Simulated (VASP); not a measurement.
Runs of VASP 6.6.1 on Sn3As. The structure is that of space group Fm-3m (No. 225), or close to it. The cells are those of the table. 

| task | cell | k mesh | cutoff (eV) | gap on the mesh (eV) | pressure (GPa) | relaxed volume (Å³/atom) |
| --- | --- | --- | --- | --- | --- | --- |
| relaxation of cell and atoms | relaxed from a = 5.584 Å, angles 60.0°, 4 atoms | 4 × 4 × 4 | 600 | - | -0.1 | 24.73 |
| single point | a = 5.185 Å, angles 60.0°, 4 atoms | 4 × 4 × 4 | 520 | none | 0.1 | - |
| relaxation of cell and atoms | relaxed from a = 5.185 Å, angles 60.0°, 4 atoms | 12 × 12 × 12 | 600 | - | 0.0 | 25.45 |
| single point | a = 5.584 Å, angles 60.0°, 4 atoms | 4 × 4 × 4 | 520 | none | (a) | - |
| single point | a = 5.243 Å, angles 60.0°, 4 atoms | 12 × 12 × 12 | 520 | none | -0.1 | - |

Alike in all rows: level PBE; potentials or basis VASP PAW PBE potentials, release 64 (Sn_d, As); no spin polarisation; smearing gaussian 0.1 eV.

Task: Estimate the missing entries.

Result: (a) -7.1.

Caveats: some runs use coarse meshes; spin-orbit coupling is left out, which moves the levels of the heavy elements; the bands computed are all filled at some k points, so no gap is given (some runs); the volume moved by over 15 % at a fixed basis, so the end points are rough (some runs).

A k mesh can miss the band edges, and the runs leave out spin-orbit coupling on As, Sn.

A gap of «none» marks levels without a gap at the run's occupations.
